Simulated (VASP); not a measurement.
**Pb: single point with RPBE+D3(BJ)**

Crystal: Pb.

```xyz
1
Lattice="0.0000 2.2542 2.2542 2.2542 0.0000 2.2542 2.2542 2.2542 0.0000" Properties=species:S:1:pos:R:3 pbc="T T T"
Pb    0.0000    0.0000    0.0000
```

```
Program             : VASP 6.6.1
Task                : single point
Functional          : RPBE
Dispersion          : D3(BJ)
Potentials or basis : VASP PAW PBE potentials, release 64 (Pb_d)
Cutoff              : 500 eV
k mesh              : 9 × 9 × 9
Occupations         : fermi-dirac, width 0.05 eV
Spin                : no spin polarisation
```

```json
{
 "Pressure": "-0.1 GPa",
 "Band gap on the k mesh": "zero (band 7 reaches 20.73 eV, above the bottom of band 8 at 8.85 eV)",
 "Dispersion energy per atom": "-3.655 eV"
}
```

Levels at points of the mesh, in eV from the Fermi level:
| k point | band 5 | band 6 | band 7 | band 8 | band 9 | band 10 |
| --- | --- | --- | --- | --- | --- | --- |
| (0.00, 0.00, 0.00) | -17.18 | -14.00 | 9.72 | 9.77 | 9.77 | 9.77 |

Wall time 11 s on 1 thread of Intel(R) Xeon(R) Platinum 8259CL CPU @ 2.50GHz (Skylake/Cascade Lake), on a shared host, peak memory 0.15 GiB.

Caveat: the PAW data sets were made with another functional, which shifts forces and pressure a little; spin-orbit coupling is left out, which moves the levels of the heavy elements; pairwise dispersion overbinds metals, which lowers pressure and volume.
